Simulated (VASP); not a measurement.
As, 1 atom in the cell. The structure is cubic, space group Pm-3m (No. 221). Conventional cell: a = 2.704 Å, b = 2.704 Å, c = 2.704 Å, α = 90.00°, β = 90.00°, γ = 90.00°. As (site symmetry m-3m) has 6 As at 2.70 Å within 3.6 Å. 

```yaml
Program: VASP 6.6.1
Task: relaxation of cell and atoms
Functional: PBEsol
Potentials_or_basis: VASP PAW PBE potentials, release 64 (As)
Cutoff: 600 eV
k_mesh: 10 × 10 × 10
Occupations: fermi-dirac, width 0.05 eV
Spin: no spin polarisation
Target_pressure: 5 GPa
Dipole_correction: no
Further_INCAR_settings: ALGO = Normal; EDIFF = 1e-06; IBRION = 2; EDIFFG = -0.01; NSW = 60; ISIF = 3
```

Potentials or basis: VASP PAW PBE potentials, release 64 (As).

Command:

```sh
$ cat potpaw_PBE.64/As/POTCAR > POTCAR
$ mpirun -np 1 vasp_std > vasp.out
```

Hardware: 1 thread of AMD EPYC 7R43 64-Core Processor (Zen 3), on a shared host.

Estimate the wall time of this run.

It took 10 s on 1 thread of AMD EPYC 7R43 64-Core Processor (Zen 3) (shared host), peak memory 0.11 GiB. Counts: scf iterations 21, k points 56, ion steps 3.
